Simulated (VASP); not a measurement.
Set up this calculation in VASP 6.6.1, as the native input.

- Task: single point
- Functional: PBE
- Potentials or basis: VASP PAW PBE potentials, release 64 (Ti_sv, Si)
- Cutoff: 520 eV
- k mesh: 7 × 7 × 7
- Occupations: fermi-dirac, width 0.05 eV
- Spin: no spin polarisation
- Dipole correction: no
- Further INCAR settings: ALGO = Normal; EDIFF = 1e-06; NBANDS = 29

The structure of TiSi2 lies in POSCAR:

```
TiSi2
1.0
    0.0000000000      4.0702270323      4.2528690505
    2.3754216359      0.0000000000      4.2528690505
    2.3754216359      4.0702270323      0.0000000000
Ti Si
2 4
Direct
    0.7500000000      0.7500000000      0.7500000000
    0.5000000000      0.5000000000      0.5000000000
    0.4129833001      0.0870166999      0.4129833001
    0.0870166999      0.4129833001      0.0870166999
    0.1629833001      0.8370166999      0.1629833001
    0.8370166999      0.1629833001      0.8370166999
```

One way to write it, as run:

INCAR

```
ALGO     = Normal         # electronic algorithm
EDIFF    = 1E-6           # SCF threshold, eV
ENCUT    = 520            # plane-wave cutoff, eV
GGA      = PE             # functional
ISIF     = 2              # what is computed and relaxed
ISMEAR   = -1             # smearing method
LASPH    = True           # aspherical terms in the spheres
LCHARG   = False          # write CHGCAR
LREAL    = False          # projectors in reciprocal space
LWAVE    = False          # write WAVECAR
NBANDS   = 29             # bands
NELM     = 60             # most SCF steps
PREC     = Accurate       # precision mode
SIGMA    = 0.05           # smearing width, eV
```

KPOINTS

```
k-points
0
Gamma
  7 7 7
```

Potentials or basis: VASP PAW PBE potentials, release 64 (Ti_sv, Si).

Run with:

```sh
$ cat potpaw_PBE.64/Ti_sv/POTCAR potpaw_PBE.64/Si/POTCAR > POTCAR
$ mpirun -np 1 vasp_std > vasp.out
```

Results of the run:

- Pressure: 5.0 GPa
- Band gap on the k mesh: zero (bands 20 and 21 overlap by 1.82 eV)

Caveat: the cell stands under pressure.

Run time: 2.4 min on 1 thread of AMD EPYC 7R13 Processor (Zen 3), on a shared host, peak memory 0.27 GiB.
